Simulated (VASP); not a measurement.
# Ir (Fm-3m) in VASP: single point with PBEsol

Aim: the single point of Ir with PBEsol.

Program: VASP 6.6.1. These are calculated values, not measurements. Logs are shortened: lines on timing, memory, paths and dates and some standing lists are left out, and cuts for length are marked.

**1. The cell of the first run**

It takes space group Fm-3m (No. 225, cubic). The conventional cell has a = 3.831 Å, b = 3.831 Å, c = 3.831 Å, α = 90.00°, β = 90.00°, γ = 90.00°. Ir (site symmetry m-3m) has 12 Ir at 2.71 Å within 3.6 Å.

**2. Single point, PBEsol**

INCAR reads:

```
  PREC = Accurate
  ENCUT = 500
  EDIFF = 1E-6
  ISMEAR = -1
  SIGMA = 0.05
  LREAL = F
  LASPH = T
  NELM = 120
  ALGO = Normal
  ISIF = 2
  LWAVE = F
  LCHARG = T
  GGA = PS
  LELF = T
  LVHAR = T
  ISYM = 0
  NBANDS = 14
  GGA_COMPAT = F
```

KPOINTS reads:

```
Automatic mesh
0
Gamma
  16 16 16
  0.5 0.5 0.5
```

POSCAR reads:

```
Ir
1.0
    0.0000000000      1.9156000000      1.9156000000
    1.9156000000      0.0000000000      1.9156000000
    1.9156000000      1.9156000000      0.0000000000
Ir
1
Direct
    0.0000000000      0.0000000000      0.0000000000
```

Potentials or basis: VASP PAW PBE potentials, release 64 (Ir_sv_GW).

Launch:

```console
> cat potpaw_PBE.64/Ir_sv_GW/POTCAR > POTCAR
> mpirun -np 1 vasp_std > vasp.out
```

OUTCAR:

```text
PREC = Accurate
   ENCUT = 500
   EDIFF = 1E-6
   ISMEAR = -1
   LREAL = F
   LASPH = T
   NELM = 120
   ISIF = 2
   GGA = PS
   ISYM = 0

 ion  position               nearest neighbor table
   1  0.000  0.000  0.000-

IMPORTANT INFORMATION: All symmetrisations will be switched off!
NOSYMM: (Re-)initialisation of all symmetry stuff for point group C_1.

----------------------------------------------------------------------------------------

                                     Primitive cell

  volume of cell :      14.0587

  direct lattice vectors                    reciprocal lattice vectors
     0.000000000  1.915600000  1.915600000    -0.261014826  0.261014826  0.261014826
     1.915600000  0.000000000  1.915600000     0.261014826 -0.261014826  0.261014826
     1.915600000  1.915600000  0.000000000     0.261014826  0.261014826 -0.261014826

  length of vectors
     2.709067500  2.709067500  2.709067500     0.452090940  0.452090940  0.452090940

  position of ions in fractional coordinates (direct lattice)
     0.000000000  0.000000000  0.000000000

  ion indices of the primitive-cell ions
   primitive index   ion index
                 1           1

----------------------------------------------------------------------------------------

 KPOINTS: Automatic mesh

Automatic generation of k-mesh.
 Grid dimensions read from file:
 generate k-points for:   16   16   16

 Generating k-lattice:

  Cartesian coordinates                     Fractional coordinates (reciprocal lattice)
    -0.016313427  0.016313427  0.016313427     0.062500000  0.000000000  0.000000000
     0.016313427 -0.016313427  0.016313427     0.000000000  0.062500000  0.000000000
     0.016313427  0.016313427 -0.016313427     0.000000000  0.000000000  0.062500000

  Length of vectors
     0.028255684  0.028255684  0.028255684

  Shift w.r.t. Gamma in fractional coordinates (k-lattice)
     0.500000000  0.500000000  0.500000000

 Subroutine IBZKPT returns following result:
 ===========================================

 Found   8192 irreducible k-points:

 Following reciprocal coordinates:
            Coordinates               Weight
  0.031250  0.031250  0.031250      2.000000
  0.031250  0.000000  0.000000      2.000000
  0.000000  0.000000 -0.031250      2.000000
  0.000000  0.031250  0.000000      2.000000
  0.093750  0.031250  0.031250      2.000000
  0.031250  0.093750  0.031250      2.000000
[... 16 lines left out ...]
  0.000000  0.125000 -0.031250      2.000000
  0.125000  0.000000 -0.031250      2.000000
 [... further k-points ...]
   k-points           NKPTS =   8192   k-points in BZ     NKDIM =   8192   number of bands    NBANDS=     14
   number of dos      NEDOS =    301   number of ions     NIONS =      1
   total plane-waves  NPLWV =   8000
   dimension x,y,z NGX =    20 NGY =   20 NGZ =   20
   dimension x,y,z NGXF=    40 NGYF=   40 NGZF=   40
   ions per type =               1
   NGX,Y,Z   is equivalent  to a cutoff of  12.27, 12.27, 12.27 a.u.
   NGXF,Y,Z  is equivalent  to a cutoff of  24.55, 24.55, 24.55 a.u.
 SYSTEM =  unknown system
   PREC   = accura    normal or accurate (medium, high low for compatibility)
   ISTART =      0    job   : 0-new  1-cont  2-samecut
   ICHARG =      2    charge: 1-file 2-atom 10-const
   ISPIN  =      1    spin polarized calculation?
   LNONCOLLINEAR =      F non collinear calculations
   LSORBIT =      F    spin-orbit coupling
   LASPH  =      T    aspherical Exc in radial PAW
   ENCUT  =  500.0 eV  36.75 Ry    6.06 a.u.   4.94  4.94  4.94*2*pi/ulx,y,z
   NELM   =    120;   NELMIN=  2; NELMDL= -5     # of ELM steps
   EDIFF  = 0.1E-05   stopping-criterion for ELM
   LREAL  =      F    real-space projection
   EDIFFG = 0.1E-04   stopping-criterion for IOM
   NSW    =      0    number of steps for IOM
   IBRION =     -1    ionic relax: 0-MD 1-quasi-New 2-CG
   NFREE  =      0    steps in history (QN), initial steepest desc. (CG)
   ISIF   =      2    stress and relaxation
   ISYM   =      0    0-nonsym 1-usesym 2-fastsym
   POTIM  = 0.5000    time-step for ionic-motion
   TEBEG  =    0.0;   TEEND  =   0.0 temperature during run
   PSTRESS=    0.0 pullay stress
   NELECT =      17.0000    total number of electrons
   NUPDOWN=      -1.0000    fix difference up-down
   EMIN   =  10.00;   EMAX   =-10.00  energy-range for DOS
   EFERMI =   0.00;   METHOD = LEGACY
   ISMEAR =    -1;   SIGMA  =   0.05  broadening in eV -4-tet -1-fermi 0-gaus
   EFERMI_NEDOS =   21; number of points for ismear=-14 and -15
   IALGO  =     38    algorithm
   IMIX   =      4    mixing-type and parameters
     AMIX     =   0.40;   BMIX     =  1.00
     AMIX_MAG =   1.60;   BMIX_MAG =  1.00
  volume/ion in A,a.u.               =      14.06        94.87
  Fermi-wavevector in a.u.,A,eV,Ry     =   1.744120  3.295909 41.388295  3.041954
  Thomas-Fermi vector in A             =   2.816061
   LORBIT       =      0    0 simple, 1 ext, 2 COOP (PROOUT), +10 PAW based schemes
   GGA     = PS    functional components
   LHFCALC =     F    Hartree Fock is set to
   AEXX    =    0.0000 exact exchange contribution
   IVDW    =     0    specifies the selected vdW correction
   LEPSILON=     F    determine dielectric tensor
   LRPA    =     F    only Hartree local field effects (RPA)
 non-spin polarized calculation
  energy-cutoff  :      500.00
  volume of cell :       14.06
 maximum number of plane-waves:       368
   NGX =  9   NGY =  9   NGZ =  9

 number of electron      17.0000000 magnetization

 Free energy of the ion-electron system (eV)
  ---------------------------------------------------
  ext. energy  EPLUGINS =         0.00000000
  ---------------------------------------------------
  free energy    TOTEN  =       -10.39820542 eV

  energy without entropy =      -10.39046598  energy(sigma->0) =      -10.39433570

 E-fermi :  12.8465     XC(G=0): -14.7464

 val. band max:       12.8431255630   @ k =   0.2187  -0.3750  -0.1250
 cond. band min:      12.8505772039   @ k =   0.3750  -0.4688   0.3750
 fundamental gap:      0.0074516409
 Fermi energy:        12.8465332117

 k-point     1 :       0.0312    0.0312    0.0312
  band No.  band energies     occupation
      1     -80.1563      2.00000
      2     -36.5656      2.00000
      3     -36.5586      2.00000
      4     -36.5586      2.00000
      5       1.6682      2.00000
      6       8.9011      2.00000
      7       8.9453      2.00000
      8       8.9453      2.00000
      9      11.6526      2.00000
     10      11.6526      2.00000
     11      26.5062      0.00000
     12      31.7435      0.00000
     13      32.0429      0.00000
     14      32.0429      0.00000

 k-point     2 :       0.0312    0.0000    0.0000
  band No.  band energies     occupation
      1     -80.1563      2.00000
      2     -36.5656      2.00000
      3     -36.5586      2.00000
      4     -36.5586      2.00000
      5       1.6682      2.00000
      6       8.9011      2.00000
      7       8.9453      2.00000
      8       8.9453      2.00000
      9      11.6526      2.00000
     10      11.6526      2.00000
     11      26.5062      0.00000
     12      31.7435      0.00000
     13      32.0429      0.00000
     14      32.0429      0.00000

 k-point     3 :       0.0000    0.0000   -0.0312
  band No.  band energies     occupation
      1     -80.1563      2.00000
      2     -36.5656      2.00000
      3     -36.5586      2.00000
      4     -36.5586      2.00000
      5       1.6682      2.00000
      6       8.9011      2.00000
      7       8.9453      2.00000
      8       8.9453      2.00000
      9      11.6526      2.00000
     10      11.6526      2.00000
     11      26.5062      0.00000
     12      31.7435      0.00000
     13      32.0429      0.00000
     14      32.0429      0.00000

 k-point     4 :       0.0000    0.0312    0.0000
  band No.  band energies     occupation
      1     -80.1563      2.00000
      2     -36.5656      2.00000
      3     -36.5586      2.00000
      4     -36.5586      2.00000
      5       1.6682      2.00000
      6       8.9011      2.00000
      7       8.9453      2.00000
      8       8.9453      2.00000
      9      11.6526      2.00000
     10      11.6526      2.00000
     11      26.5062      0.00000
     12      31.7435      0.00000
     13      32.0429      0.00000
     14      32.0429      0.00000

 k-point     5 :       0.0937    0.0312    0.0312
  band No.  band energies     occupation
      1     -80.1528      2.00000
      2     -36.6047      2.00000
      3     -36.5694      2.00000
      4     -36.5616      2.00000
      5       1.9013      2.00000
      6       8.7661      2.00000
      7       9.0346      2.00000
      8       9.0661      2.00000
      9      11.5175      2.00000
     10      11.6603      2.00000
     11      26.9101      0.00000
     12      30.8945      0.00000
     13      32.1951      0.00000
     14      32.5646      0.00000

 k-point     6 :       0.0312    0.0937    0.0312
  band No.  band energies     occupation
      1     -80.1528      2.00000
      2     -36.6047      2.00000
      3     -36.5694      2.00000
      4     -36.5616      2.00000
      5       1.9013      2.00000
      6       8.7661      2.00000
      7       9.0346      2.00000
      8       9.0661      2.00000
      9      11.5175      2.00000
     10      11.6603      2.00000
     11      26.9101      0.00000
     12      30.8945      0.00000
     13      32.1951      0.00000
     14      32.5646      0.00000

 k-point     7 :       0.0312    0.0312    0.0937
  band No.  band energies     occupation
      1     -80.1528      2.00000
      2     -36.6047      2.00000
      3     -36.5694      2.00000
      4     -36.5616      2.00000
      5       1.9013      2.00000
      6       8.7661      2.00000
      7       9.0346      2.00000
      8       9.0661      2.00000
      9      11.5175      2.00000
     10      11.6603      2.00000
     11      26.9101      0.00000
     12      30.8945      0.00000
     13      32.1951      0.00000
     14      32.5646      0.00000
[... 205 lines left out ...]
 k-point    20 :       0.0313    0.0000   -0.1250
  band No.  band energies     occupation
      1     -80.1453      2.00000
      2     -36.7032      2.00000
      3     -36.5862      2.00000
      4     -36.5730      2.00000
      5       2.4527      2.00000
      6       8.5191      2.00000
      7       9.2373      2.00000
      8       9.2644      2.00000
      9      11.3541      2.00000
     10      11.6414      2.00000
     11      27.7846      0.00000
     12      29.3886      0.00000
     13      32.9769      0.00000
     14      33.6292      0.00000

 k-point    21 :       0.1562    0.1250    0.1250
  band No.  band energies     occupation
      1     -80.1453      2.00000
      2     -36.7032      2.00000
      3     -36.5862      2.00000
      4     -36.5730      2.00000
      5       2.4527      2.00000
      6       8.5191      2.00000
      7       9.2373      2.00000
      8       9.2644      2.00000
      9      11.3541      2.00000
     10      11.6414      2.00000
     11      27.7846      0.00000
     12      29.3886      0.00000
     13      32.9769      0.00000
     14      33.6292      0.00000

 k-point    22 :       0.0313   -0.1250    0.0000
  band No.  band energies     occupation
      1     -80.1453      2.00000
      2     -36.7032      2.00000
      3     -36.5862      2.00000
      4     -36.5730      2.00000
      5       2.4527      2.00000
      6       8.5191      2.00000
      7       9.2373      2.00000
      8       9.2644      2.00000
      9      11.3541      2.00000
     10      11.6414      2.00000
     11      27.7846      0.00000
     12      29.3886      0.00000
     13      32.9769      0.00000
     14      33.6292      0.00000

 k-point    23 :       0.0000    0.1250   -0.0313
  band No.  band energies     occupation
      1     -80.1453      2.00000
      2     -36.7032      2.00000
      3     -36.5862      2.00000
      4     -36.5730      2.00000
      5       2.4527      2.00000
      6       8.5191      2.00000
      7       9.2373      2.00000
      8       9.2644      2.00000
      9      11.3541      2.00000
     10      11.6414      2.00000
     11      27.7846      0.00000
     12      29.3886      0.00000
     13      32.9769      0.00000
     14      33.6292      0.00000

 k-point    24 :       0.1250    0.0000   -0.0313
  band No.  band energies     occupation
      1     -80.1453      2.00000
      2     -36.7032      2.00000
      3     -36.5862      2.00000
      4     -36.5730      2.00000
      5       2.4527      2.00000
      6       8.5191      2.00000
      7       9.2373      2.00000
      8       9.2644      2.00000
      9      11.3541      2.00000
     10      11.6414      2.00000
     11      27.7846      0.00000
     12      29.3886      0.00000
     13      32.9769      0.00000
     14      33.6292      0.00000

 [... further k-points ...]

------------------------ aborting loop because EDIFF is reached ----------------------------------------

  FORCE on cell =-STRESS in cart. coord.  units (eV):
  Direction    XX          YY          ZZ          XY          YZ          ZX
  --------------------------------------------------------------------------------------
  -------------------------------------------------------------------------------------
  Total       -0.3077431     -0.3077432     -0.3077432      0.0000021      0.0000022      0.0000023
  in kB      -35.0715077    -35.0715189    -35.0715204      0.0002381      0.0002518      0.0002585
  external PRESSURE =     -35.0715157 kB  Pullay stress =       0.0000000 kB

 VOLUME and BASIS-vectors are now :
 -----------------------------------------------------------------------------
  energy-cutoff  :      500.00
  volume of cell :       14.06
      direct lattice vectors                 reciprocal lattice vectors
     0.000000000  1.915600000  1.915600000    -0.261014826  0.261014826  0.261014826
     1.915600000  0.000000000  1.915600000     0.261014826 -0.261014826  0.261014826
     1.915600000  1.915600000  0.000000000     0.261014826  0.261014826 -0.261014826

 POSITION                                       TOTAL-FORCE (eV/Angst)
 -----------------------------------------------------------------------------------
      0.00000      0.00000      0.00000         0.000000     -0.000000      0.000000
 -----------------------------------------------------------------------------------
    total drift:                                0.000000     -0.000000      0.000000

  FREE ENERGIE OF THE ION-ELECTRON SYSTEM (eV)
  ---------------------------------------------------
  free  energy   TOTEN  =       -10.3982054246 eV

  energy  without entropy=      -10.3904659802  energy(sigma->0) =      -10.39433570
```

Run time: 17 min. Hardware: 1 thread of Intel Xeon Platinum 8375C at 2.90GHz (Ice Lake), shared host; peak memory 1.6 GiB.

Results:

| Item | Value |
| --- | --- |
| Free energy | -10.3982 eV |
| Pressure | -3.5 GPa |
| Band gap on the k mesh | zero (an odd number of electrons rules out a gap without spin polarisation) |

Caveat: the cell stands under tension; the PAW data sets were made with another functional, which shifts forces and pressure a little; spin-orbit coupling is left out, which moves the levels of the heavy elements.
